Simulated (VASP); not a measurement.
TiAl3:

```
Ti Al
1.0
     3.10963    0.00000    0.00000
     0.00000    4.76554    0.00000
     0.00000    0.00000    5.02588
Ti Al
1 3
Direct
  0.00000 0.50000 0.34259
  0.00000 0.00000 0.00997
  0.50000 0.00000 0.45083
  0.50000 0.50000 0.86327
```

```yaml
Program: VASP 6.6.1
Task: relaxation of cell and atoms
Functional: PBE
Potentials_or_basis: VASP PAW PBE potentials, release 64 (Ti_sv, Al)
Cutoff: 600 eV
k_mesh: 6 × 4 × 4
Occupations: gaussian, width 0.2 eV
Spin: no spin polarisation
```

At the start: pressure -8.1 GPa; volume 18.62 Å³/atom.

Question: Where does the relaxation end?

Answer: Over 11 steps the energy falls by 141.5 meV/atom and the volume is 16.29 Å³/atom (-12.5 %); space group Pmm2 (No. 25, to 0.05 Å).

Step by step:
```tsv
step	energy change (eV)	largest force (eV/Å)	pressure (GPa)	volume (Å³)
1	0.0000	1.0753	-8.11	74.48
2	-0.3791	1.2410	1.77	64.76
3	-0.3801	1.2449	2.42	64.30
4	-0.5010	0.5622	1.75	64.21
5	-0.5176	0.2983	1.71	64.15
6	-0.5352	0.2410	-1.10	65.93
7	-0.5352	0.2422	-1.01	65.86
8	-0.5483	0.1779	-0.59	65.54
9	-0.5573	0.1172	0.58	64.75
10	-0.5584	0.1294	0.34	64.95
11	-0.5662	0.0526	0.02	65.14
```

Final structure:
```
CELL_PARAMETERS angstrom
2.81307 0.00000 0.00000
0.00000 4.68692 0.00000
0.00000 0.00000 4.94076
ATOMIC_POSITIONS crystal
Ti 0.00000 0.50000 0.32872
Al 0.00000 0.00000 0.00687
Al 0.50000 0.00000 0.49969
Al 0.50000 0.50000 0.83138
```

Caveat: the relaxation stopped at a loose force limit of 0.08 eV/Å, so its end isn't a converged minimum.
